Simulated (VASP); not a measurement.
# H6Os (P4/mmm) in VASP: a series of runs, part 3 of 3

VASP 6.6.1.

**4. Single point, PBE**

This run uses another cell than the first one, of 5.39 Å³/atom, 1.010 times its volume.

Input file INCAR:

```
SYSTEM = H6Os
  PREC = Accurate
  ENCUT = 520
  EDIFF = 1E-6
  ISMEAR = 0
  SIGMA = 0.1
  LREAL = .FALSE.
  LASPH = .TRUE.
  NELM = 100
  ALGO = Normal
  ISIF = 2
  LWAVE = .FALSE.
  LCHARG = .FALSE.
  GGA = PE
  NBANDS = 16
```

Input file KPOINTS:

```
regular mesh
0
G
  4 4 6
  0 0 0
```

Input file POSCAR:

```
H6Os
1.0
    3.8381267361      0.0000000000      0.0000000000
    0.0000000000      3.8381267361      0.0000000000
    0.0000000000      0.0000000000      2.5621163444
H Os
6 1
Direct
    0.3197691125      0.3197691125      0.5000000000
    0.6802308875      0.6802308875      0.5000000000
    0.6802308875      0.3197691125      0.5000000000
    0.3197691125      0.6802308875      0.5000000000
    0.0000000000      0.5000000000      0.0000000000
    0.5000000000      0.0000000000      0.0000000000
    0.0000000000      0.0000000000      0.5000000000
```

Potentials or basis: VASP PAW PBE potentials, release 64 (H, Os).

Run with:

```console
$ cat potpaw_PBE.64/H/POTCAR potpaw_PBE.64/Os/POTCAR > POTCAR
$ mpirun -np 1 vasp_std > vasp.out
```

OUTCAR:

```text
SYSTEM = H6Os
   PREC = Accurate
   ENCUT = 520
   EDIFF = 1E-6
   ISMEAR = 0
   LREAL = .FALSE.
   LASPH = .TRUE.
   NELM = 100
   ISIF = 2
   GGA = PE

 ion  position               nearest neighbor table
   1  0.320  0.320  0.500-   7 1.74
   2  0.680  0.680  0.500-   7 1.74
   3  0.680  0.320  0.500-   7 1.74
   4  0.320  0.680  0.500-   7 1.74
   5  0.000  0.500  0.000-
   6  0.500  0.000  0.000-
   7  0.000  0.000  0.500-   1 1.74   2 1.74   3 1.74   4 1.74

  LATTYP: Found a simple tetragonal cell.
 ALAT       =     3.8381267361
 C/A-ratio  =     0.6675434452

  Lattice vectors:

 A1 = (   3.8381267361,   0.0000000000,   0.0000000000)
 A2 = (   0.0000000000,   3.8381267361,   0.0000000000)
 A3 = (   0.0000000000,   0.0000000000,   2.5621163444)

Analysis of symmetry for initial positions (statically):
=====================================================================
 Subroutine PRICEL returns:
 Original cell was already a primitive cell.

 Routine SETGRP: Setting up the symmetry group for a
 simple tetragonal supercell.

 Subroutine GETGRP returns: Found 16 space group operations
 (whereof 16 operations were pure point group operations)
 out of a pool of 16 trial point group operations.

The static configuration has the point symmetry D_4h.

Analysis of symmetry for dynamics (positions and initial velocities):
=====================================================================
 Subroutine PRICEL returns:
 Original cell was already a primitive cell.

 Routine SETGRP: Setting up the symmetry group for a
 simple tetragonal supercell.

 Subroutine GETGRP returns: Found 16 space group operations
 (whereof 16 operations were pure point group operations)
 out of a pool of 16 trial point group operations.

The dynamic configuration has the point symmetry D_4h.

 Subroutine INISYM returns: Found 16 space group operations
 (whereof 16 operations are pure point group operations),
[... 129 lines left out ...]
   LORBIT       =      0    0 simple, 1 ext, 2 COOP (PROOUT), +10 PAW based schemes
   GGA     = PE    functional components
   LHFCALC =     F    Hartree Fock is set to
   AEXX    =    0.0000 exact exchange contribution
   IVDW    =     0    specifies the selected vdW correction
   LEPSILON=     F    determine dielectric tensor
   LRPA    =     F    only Hartree local field effects (RPA)
 non-spin polarized calculation
 Gauss-broadening in eV      SIGMA  =   0.10
  energy-cutoff  :      520.00
  volume of cell :       37.74
 maximum number of plane-waves:      1032
 NGX is ok and might be reduce to    30
   NGX = 15   NGY = 15   NGZ =  9

 number of electron      14.0000002 magnetization

 Free energy of the ion-electron system (eV)
  ---------------------------------------------------
  ext. energy  EPLUGINS =         0.00000000
  ---------------------------------------------------
  free energy    TOTEN  =       -25.57543222 eV

  energy without entropy =      -25.56472287  energy(sigma->0) =      -25.57007755

 E-fermi :   3.4991     XC(G=0): -11.3201

 val. band max:        3.4471432976   @ k =   0.2500   0.2500   0.3333
 cond. band min:       3.5105184815   @ k =   0.2500   0.2500   0.1667
 fundamental gap:      0.0633751839
 Fermi energy:         3.4990782930

 k-point     1 :       0.0000    0.0000    0.0000
  band No.  band energies     occupation
      1      -8.8735      2.00000
      2      -2.4674      2.00000
      3      -2.0773      2.00000
      4      -0.4584      2.00000
      5       1.0774      2.00000
      6       1.0774      2.00000
[... 433 lines left out ...]
      3      -2.4697      2.00000
      4       1.2564      2.00000
      5       1.3644      2.00000
      6       1.3644      2.00000
[... 8 lines left out ...]
     15      17.8636      0.00000
     16      22.1130      0.00000

------------------------ aborting loop because EDIFF is reached ----------------------------------------

  FORCE on cell =-STRESS in cart. coord.  units (eV):
  Direction    XX          YY          ZZ          XY          YZ          ZX
  --------------------------------------------------------------------------------------
  -------------------------------------------------------------------------------------
  Total        0.1245232      0.1245232     -0.0414123      0.0000000      0.0000000      0.0000000
  in kB        5.2859544      5.2859544     -1.7579335      0.0000000      0.0000000      0.0000000
  external PRESSURE =       2.9379918 kB  Pullay stress =       0.0000000 kB

 VOLUME and BASIS-vectors are now :
 -----------------------------------------------------------------------------
  energy-cutoff  :      520.00
  volume of cell :       37.74
      direct lattice vectors                 reciprocal lattice vectors
     3.838126736  0.000000000  0.000000000     0.260543768  0.000000000  0.000000000
     0.000000000  3.838126736  0.000000000     0.000000000  0.260543768  0.000000000
     0.000000000  0.000000000  2.562116344     0.000000000  0.000000000  0.390302338

 POSITION                                       TOTAL-FORCE (eV/Angst)
 -----------------------------------------------------------------------------------
      1.22731      1.22731      1.28106         0.027965      0.027965      0.000000
      2.61081      2.61081      1.28106        -0.027965     -0.027965      0.000000
      2.61081      1.22731      1.28106        -0.027965      0.027965      0.000000
      1.22731      2.61081      1.28106         0.027965     -0.027965     -0.000000
      0.00000      1.91906      0.00000         0.000000     -0.000000      0.000000
      1.91906      0.00000      0.00000         0.000000     -0.000000      0.000000
      0.00000      0.00000      1.28106         0.000000     -0.000000      0.000000
 -----------------------------------------------------------------------------------
    total drift:                               -0.000000     -0.000000     -0.000000

  FREE ENERGIE OF THE ION-ELECTRON SYSTEM (eV)
  ---------------------------------------------------
  free  energy   TOTEN  =       -25.5754322241 eV

  energy  without entropy=      -25.5647228697  energy(sigma->0) =      -25.57007755
```

stdout:

```text
POSCAR found type information on POSCAR H Os
 POSCAR found :  2 types and       7 ions
 scaLAPACK will be used
 LDA part: xc-table for (Slater+PW92), standard interpolation
 POSCAR, INCAR and KPOINTS ok, starting setup
 FFT: planning ... GRIDC
 FFT: planning ... GRID_SOFT
 FFT: planning ... GRID
 WAVECAR not read
 entering main loop
```

Wall time 11 s (1 thread of Intel Xeon Platinum 8375C at 2.90GHz (Ice Lake), shared host); peak memory 0.15 GiB.

Results:

```yaml
Free_energy: -25.5754 eV
Pressure: 0.3 GPa
Largest_force: 0.040 eV/Å
Band_gap_on_the_k_mesh: zero (band 7 reaches 4.52 eV, above the bottom of band 8 at 3.14 eV)
```

Forces on the atoms (eV/Å):
```
H    0.028  0.028  0.000
H   -0.028 -0.028  0.000
H   -0.028  0.028  0.000
H    0.028 -0.028  0.000
H    0.000  0.000  0.000
H    0.000  0.000  0.000
Os   0.000  0.000  0.000
```

Stress tensor (GPa, compression positive):
```
 0.53  0.00  0.00
 0.00  0.53  0.00
 0.00  0.00 -0.18
```

Levels at points of the mesh, in eV from the Fermi level:
| k point | band 3 | band 4 | band 5 | band 6 | band 7 | band 8 | band 9 | band 10 | band 11 | band 12 |
| --- | --- | --- | --- | --- | --- | --- | --- | --- | --- | --- |
| (0.00, 0.00, 0.00) | -5.58 | -3.96 | -2.42 | -2.42 | 1.02 | 1.02 | 1.58 | 4.05 | 7.53 | 10.52 |
| (0.50, 0.00, 0.00) | -5.85 | -5.22 | -2.01 | -0.77 | 0.78 | 1.04 | 1.96 | 5.39 | 5.96 | 9.72 |
| (0.50, 0.50, 0.00) | -7.16 | -5.80 | -3.62 | -1.10 | 0.82 | 0.82 | 1.59 | 4.77 | 4.77 | 15.84 |
| (0.00, 0.00, 0.50) | -3.56 | -3.56 | -3.09 | -2.16 | -0.63 | -0.11 | -0.11 | 3.45 | 9.42 | 10.40 |
| (0.50, 0.00, 0.50) | -5.62 | -4.62 | -3.44 | -3.07 | -0.72 | 2.74 | 4.87 | 5.69 | 7.25 | 7.54 |
| (0.50, 0.50, 0.50) | -5.97 | -2.24 | -2.13 | -2.13 | -0.27 | 2.59 | 2.99 | 2.99 | 3.74 | 4.38 |

Caveat: the k points lie up to 0.41 Å⁻¹ apart; spin-orbit coupling is left out, which moves the levels of the heavy elements.

**5. Relaxation of cell and atoms, PBE**

This run uses another cell than the first one, of 5.41 Å³/atom, 1.014 times its volume.

Input file INCAR:

```
PREC = Accurate
ENCUT = 600
EDIFF = 1E-6
ISMEAR = 0
SIGMA = 0.1
LREAL = F
LASPH = T
NELM = 100
ALGO = Normal
ISIF = 3
LWAVE = F
LCHARG = F
GGA = PE
IBRION = 2
NSW = 90
EDIFFG = -0.04
```

Input file KPOINTS:

```
regular mesh
0
Gamma
  4 4 6
```

Input file POSCAR:

```
H6Os
1.0
    3.8783768416      0.0000000000      0.0000000000
    0.0000000000      3.8783768416      0.0000000000
    0.0000000000      0.0000000000      2.5192810011
H Os
6 1
Direct
    0.3160684384      0.3160684384      0.5000000000
    0.6839315616      0.6839315616      0.5000000000
    0.6839315616      0.3160684384      0.5000000000
    0.3160684384      0.6839315616      0.5000000000
    0.0000000000      0.5000000000      0.0000000000
    0.5000000000      0.0000000000      0.0000000000
    0.0000000000      0.0000000000      0.5000000000
```

Run with:

```console
$ cat potpaw_PBE.64/H/POTCAR potpaw_PBE.64/Os/POTCAR > POTCAR
$ mpirun -np 1 vasp_std > vasp.out
```

Run time: 29 s. Hardware: 1 thread of Intel Xeon Platinum 8375C at 2.90GHz (Ice Lake), shared host; peak memory 0.16 GiB.

The run converged. Its results:

* Free energy: -25.5781 eV
* Relaxed volume: 5.40 Å³/atom
* Relaxed cell: a = 3.842 Å, b = 3.842 Å, c = 2.563 Å, α = 90.00°, β = 90.00°, γ = 90.00°
* Space group after relaxing (to 0.05 Å): P4/mmm (No. 123)
* Energy gained by relaxing: 2.8 meV/atom
* Ionic steps: 6
* Pressure after relaxing: 0.0 GPa
* Largest force after relaxing: 0.013 eV/Å
* Band gap on the k mesh: zero (band 7 reaches 4.50 eV, above the bottom of band 8 at 3.12 eV)

Forces in eV/Å, atoms in the order of the input:
```
H    0.009  0.009  0.000
H   -0.009 -0.009  0.000
H   -0.009  0.009  0.000
H    0.009 -0.009  0.000
H    0.000  0.000  0.000
H    0.000  0.000  0.000
Os   0.000  0.000  0.000
```

Stress tensor (GPa, compression positive):
```
 0.11  0.00  0.00
 0.00  0.11  0.00
 0.00  0.00 -0.15
```

The path:
```csv
step,energy change (eV),largest force (eV/Å),pressure (GPa),volume (Å³)
1,0.0000,0.1148,1.47,37.89
2,-0.0126,0.0718,-0.27,38.17
3,-0.0152,0.0395,-1.52,38.37
4,-0.0177,0.0565,-0.58,38.10
5,-0.0183,0.0682,0.11,37.91
6,-0.0193,0.0132,0.02,37.83
```

Final structure:
```xyz
7
Lattice="3.8421 0.0000 0.0000 0.0000 3.8421 0.0000 0.0000 0.0000 2.5627" Properties=species:S:1:pos:R:3 pbc="T T T"
H     1.2295    1.2295    1.2813
H     2.6126    2.6126    1.2813
H     2.6126    1.2295    1.2813
H     1.2295    2.6126    1.2813
H     0.0000    1.9211    0.0000
H     1.9211    0.0000    0.0000
Os    0.0000    0.0000    1.2813
```

Levels at points of the mesh, in eV from the Fermi level:
| k point | band 3 | band 4 | band 5 | band 6 | band 7 | band 8 | band 9 | band 10 | band 11 |
| --- | --- | --- | --- | --- | --- | --- | --- | --- | --- |
| (0.00, 0.00, 0.00) | -5.57 | -3.94 | -2.42 | -2.42 | 1.02 | 1.02 | 1.56 | 4.04 | 7.51 |
| (0.50, 0.00, 0.00) | -5.83 | -5.21 | -2.01 | -0.78 | 0.79 | 1.04 | 1.95 | 5.38 | 5.93 |
| (0.50, 0.50, 0.00) | -7.15 | -5.79 | -3.61 | -1.10 | 0.82 | 0.82 | 1.57 | 4.76 | 4.76 |
| (0.00, 0.00, 0.50) | -3.55 | -3.55 | -3.07 | -2.15 | -0.63 | -0.11 | -0.11 | 3.43 | 9.40 |
| (0.50, 0.00, 0.50) | -5.60 | -4.60 | -3.43 | -3.06 | -0.71 | 2.72 | 4.87 | 5.68 | 7.21 |
| (0.50, 0.50, 0.50) | -5.95 | -2.23 | -2.13 | -2.13 | -0.27 | 2.57 | 2.98 | 2.98 | 3.73 |

Caveat: the k points lie up to 0.41 Å⁻¹ apart in the final cell; spin-orbit coupling is left out, which moves the levels of the heavy elements.

**6. Single point, PBE**

This run uses another cell than the first one, of 5.39 Å³/atom, 1.010 times its volume.

Input file INCAR:

```
PREC = Accurate
ENCUT = 500
EDIFF = 1E-6
ISMEAR = 0
SIGMA = 0.1
LREAL = False
LASPH = True
NELM = 120
ALGO = Normal
ISIF = 2
LWAVE = False
LCHARG = False
GGA = PE
NBANDS = 20
GGA_COMPAT = False
```

KPOINTS is that of step 5.

Input file POSCAR:

```
H6Os
1.0
    3.8381267361      0.0000000000      0.0000000000
    0.0000000000      3.8381267361      0.0000000000
    0.0000000000      0.0000000000      2.5621163444
H Os
6 1
Direct
    0.3197691125      0.3197691125      0.5000000000
    0.6802308875      0.6802308875      0.5000000000
    0.6802308875      0.3197691125      0.5000000000
    0.3197691125      0.6802308875      0.5000000000
    0.0000000000      0.5000000000      0.0000000000
    0.5000000000      0.0000000000      0.0000000000
    0.0000000000      0.0000000000      0.5000000000
```

Potentials or basis: VASP PAW PBE potentials, release 64 (H, Os_sv_GW).

Run with:

```console
$ cat potpaw_PBE.64/H/POTCAR potpaw_PBE.64/Os_sv_GW/POTCAR > POTCAR
$ mpirun -np 1 vasp_std > vasp.out
```

OUTCAR:

```text
PREC = Accurate
   ENCUT = 500
   EDIFF = 1E-6
   ISMEAR = 0
   LREAL = False
   LASPH = True
   NELM = 120
   ISIF = 2
   GGA = PE

 ion  position               nearest neighbor table
   1  0.320  0.320  0.500-   7 1.74
   2  0.680  0.680  0.500-   7 1.74
   3  0.680  0.320  0.500-   7 1.74
   4  0.320  0.680  0.500-   7 1.74
   5  0.000  0.500  0.000-
   6  0.500  0.000  0.000-
   7  0.000  0.000  0.500-   1 1.74   2 1.74   3 1.74   4 1.74
[... 759 lines left out ...]
  -------------------------------------------------------------------------------------
  Total       -0.2786364     -0.2786364     -0.2678885      0.0000000      0.0000000      0.0000000
  in kB      -11.8279890    -11.8279890    -11.3717455      0.0000000      0.0000000      0.0000000
  external PRESSURE =     -11.6759078 kB  Pullay stress =       0.0000000 kB

 VOLUME and BASIS-vectors are now :
 -----------------------------------------------------------------------------
  energy-cutoff  :      500.00
  volume of cell :       37.74
      direct lattice vectors                 reciprocal lattice vectors
     3.838126736  0.000000000  0.000000000     0.260543768  0.000000000  0.000000000
     0.000000000  3.838126736  0.000000000     0.000000000  0.260543768  0.000000000
     0.000000000  0.000000000  2.562116344     0.000000000  0.000000000  0.390302338

 POSITION                                       TOTAL-FORCE (eV/Angst)
 -----------------------------------------------------------------------------------
      1.22731      1.22731      1.28106         0.002103      0.002103     -0.000000
      2.61081      2.61081      1.28106        -0.002103     -0.002103      0.000000
      2.61081      1.22731      1.28106        -0.002103      0.002103     -0.000000
      1.22731      2.61081      1.28106         0.002103     -0.002103      0.000000
      0.00000      1.91906      0.00000         0.000000      0.000000      0.000000
      1.91906      0.00000      0.00000         0.000000      0.000000      0.000000
      0.00000      0.00000      1.28106         0.000000      0.000000      0.000000
 -----------------------------------------------------------------------------------
    total drift:                               -0.000000      0.000000     -0.000000

  FREE ENERGIE OF THE ION-ELECTRON SYSTEM (eV)
  ---------------------------------------------------
  free  energy   TOTEN  =       -26.6911574004 eV

  energy  without entropy=      -26.6804447266  energy(sigma->0) =      -26.68580106
```

Wall time 13 s (1 thread of Intel Xeon Platinum 8375C at 2.90GHz (Ice Lake), shared host); peak memory 0.15 GiB.

What came out:

| Quantity | Value |
| --- | --- |
| Free energy | -26.6912 eV |
| Pressure | -1.2 GPa |
| Band gap on the k mesh | zero (band 11 reaches 6.14 eV, above the bottom of band 12 at 4.72 eV) |

Forces in eV/Å, atoms in the order of the input:
```
H    0.002  0.002  0.000
H   -0.002 -0.002  0.000
H   -0.002  0.002  0.000
H    0.002 -0.002  0.000
H    0.000  0.000  0.000
H    0.000  0.000  0.000
Os   0.000  0.000  0.000
```

Caveat: the k points lie up to 0.41 Å⁻¹ apart; spin-orbit coupling is left out, which moves the levels of the heavy elements.

**7. Summary**

```csv
task,potentials or basis,cell,k mesh,cutoff (eV),second run,gap on the mesh (eV),pressure (GPa),relaxed volume (Å³/atom),largest force (eV/Å)
single point,"VASP PAW PBE potentials, release 64 (H, Os)","a = 3.812, b = 3.812, c = 2.571 Å, 7 atoms",10 × 10 × 14,520,-,none,0.2,-,0.03
relaxation of cell and atoms,"VASP PAW PBE potentials, release 64 (H, Os)","relaxed from a = 3.838, b = 3.838, c = 2.562 Å, 7 atoms",10 × 10 × 14,600,-,none,0.1,5.34,-
single point,"VASP PAW PBE potentials, release 64 (H, Os)","a = 3.838, b = 3.838, c = 2.562 Å, 7 atoms",4 × 4 × 6,520,-,none,0.3,-,0.04
relaxation of cell and atoms,"VASP PAW PBE potentials, release 64 (H, Os)","relaxed from a = 3.878, b = 3.878, c = 2.519 Å, 7 atoms",4 × 4 × 6,600,-,none,0.0,5.40,0.01
single point,"VASP PAW PBE potentials, release 64 (H, Os_sv_GW)","a = 3.838, b = 3.838, c = 2.562 Å, 7 atoms",4 × 4 × 6,500,valence_matched,none,-1.2,-,-
```

Alike in all rows: level PBE; no spin polarisation; smearing gaussian 0.1 eV.

Caveats: some runs use coarse meshes; spin-orbit coupling is left out, which moves the levels of the heavy elements.

Total energies depend on the potentials used, so only differences within one code and one set of settings carry meaning.
